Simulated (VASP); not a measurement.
## Tc3Sn: single point with PBEsol+D3(BJ)

Tc3Sn:

```xyz
4
Lattice="0.0000 3.1722 3.1722 3.1722 0.0000 3.1722 3.1722 3.1722 0.0000" Properties=species:S:1:pos:R:3 pbc="T T T"
Tc    1.5861    1.5861    1.5861
Tc    4.7583    4.7583    4.7583
Tc    3.1722    3.1722    3.1722
Sn    0.0000    0.0000    0.0000
```

```json
{
  "Program": "VASP 6.6.1",
  "Task": "single point",
  "Functional": "PBEsol",
  "Dispersion": "D3(BJ)",
  "Potentials or basis": "VASP PAW PBE potentials, release 64 (Tc_pv, Sn_d)",
  "Cutoff": "520 eV",
  "k mesh": "5 × 5 × 5",
  "Occupations": "fermi-dirac, width 0.05 eV",
  "Spin": "no spin polarisation"
}
```

```yaml
Pressure: -15.8 GPa
Dispersion_energy_per_atom: -0.581 eV
```

Levels at points of the mesh, in eV from the Fermi level:
```csv
k point,band 24,band 25,band 26,band 27,band 28,band 29
"(0.00, 0.00, 0.00)",0.74,0.74,0.74,0.74,0.74,1.45
```

It took 26 s on 1 thread of Intel(R) Xeon(R) 6975P-C (Granite Rapids) (shared host), peak memory 0.21 GiB.

Caveat: three body term missing; the PAW data sets were made with another functional, which shifts forces and pressure a little; spin-orbit coupling is left out, which moves the levels of the heavy elements; pairwise dispersion overbinds metals, which lowers pressure and volume.
